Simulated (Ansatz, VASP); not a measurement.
## BeCl3: VASP beside Ansatz

```
Cl Be
1.0
     6.85265    0.00000    0.00000
    -3.42632    5.93457    0.00000
     0.00000    0.00000    3.91182
Cl Be
6 2
Direct
  0.38770 0.30190 0.25000
  0.08580 0.38770 0.75000
  0.69810 0.08580 0.25000
  0.61230 0.69810 0.75000
  0.91420 0.61230 0.25000
  0.30190 0.91420 0.75000
  0.33330 0.66670 0.25000
  0.66660 0.33330 0.75000
```

Alike in both runs: task single point; functional PBEsol; k mesh 6 × 6 × 9; no spin polarisation.

```csv
,VASP,Ansatz
version,VASP 6.6.1,Ansatz 0.2.0
potentials or method,"VASP PAW PBE potentials, release 64 (Cl, Be), cutoff 520 eV",PAW plane waves
occupations,"fermi-dirac, width 0.1 eV",fermi-dirac
valence electrons in the cell,46,46
```

|  | VASP | Ansatz | Ansatz less VASP |
| --- | --- | --- | --- |
| pressure (GPa) | -5.6 | -5.5 | +0.04 |
| traceless stress, the component that is largest in VASP (GPa) | -2.30 | -2.30 | 0.000 |
| rms of the force components (eV/Å) | 0.214 | 0.215 | +0.0010 |

VASP's potentials were made for PBE, not for PBEsol. Atom by atom the forces differ by 0.001 eV/Å (rms over components). Ansatz's warnings: structure snapped to symmetry.
